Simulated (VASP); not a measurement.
ReS:

```
Re S
1.0
     0.00000    2.46170    2.46170
     2.46170    0.00000    2.46170
     2.46170    2.46170    0.00000
Re S
1 1
Direct
  0.00000 0.00000 0.00000
  0.50000 0.50000 0.50000
```

Base run:

| Quantity | Value |
| --- | --- |
| Program | VASP 6.6.1 |
| Functional | PBE |
| Potentials or basis | VASP PAW PBE potentials, release 64 (Re, S) |
| Cutoff | 520 eV |
| k mesh | 14 × 14 × 14 |
| Occupations | gaussian, width 0.1 eV |
| Spin | collinear spin, ferromagnetic start |
| Starting moments | [3.5, 0.0] μB |

Its results: pressure 2.4 GPa; net moment 0.86 μB per cell; site moments Re +0.81; S +0.01 μB.

The run is repeated on the same cell with these changes: potentials or basis from VASP PAW PBE potentials, release 64 (Re, S) to VASP PAW PBE potentials, release 64 (Re_sv_GW, S); cutoff from 520 eV to 500 eV; further incar settings from ALGO = Normal; EDIFF = 1e-06; NBANDS = 18 to ALGO = Normal; EDIFF = 1e-06; NBANDS = 22; valence electrons from 13 to 21. What comes out?

Pressure 0.2 GPa; net moment 0.90 μB per cell; site moments Re +0.84; S +0.01 μB.
